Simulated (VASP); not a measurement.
Here is a VASP 6.6.1 calculation.

File INCAR:

```
SYSTEM = CaS
ALGO = Normal
EDIFF = 1E-6
ENCUT = 500
GGA = PS
GGA_COMPAT = .False.
ISIF = 2
ISMEAR = -4
LASPH = .True.
LCHARG = .False.
LREAL = .False.
LWAVE = .False.
NBANDS = 15
NELM = 120
PREC = Accurate
SIGMA = 0.05
```

The input KPOINTS:

```
k-points
0
Gamma
  8 8 8
  0 0 0
```

The input POSCAR:

```
CaS
1.0
    0.0000000000      2.7008500000      2.7008500000
    2.7008500000      0.0000000000      2.7008500000
    2.7008500000      2.7008500000      0.0000000000
Ca S
1 1
Direct
    0.0000000000      0.0000000000      0.0000000000
    0.5000000000      0.5000000000      0.5000000000
```

Potentials or basis: VASP PAW PBE potentials, release 64 (Ca_sv, S).

Launch:

```bash
$ cat potpaw_PBE.64/Ca_sv/POTCAR potpaw_PBE.64/S/POTCAR > POTCAR
$ mpirun -np 1 vasp_std > vasp.out
```

What does it give for the pressure?

10.4 GPa.

Predict the band gap on the k mesh.

1.77 eV, indirect (least direct gap 2.69 eV).

Caveat: the PAW data sets were made with another functional, which shifts forces and pressure a little. A k mesh can miss the band edges.
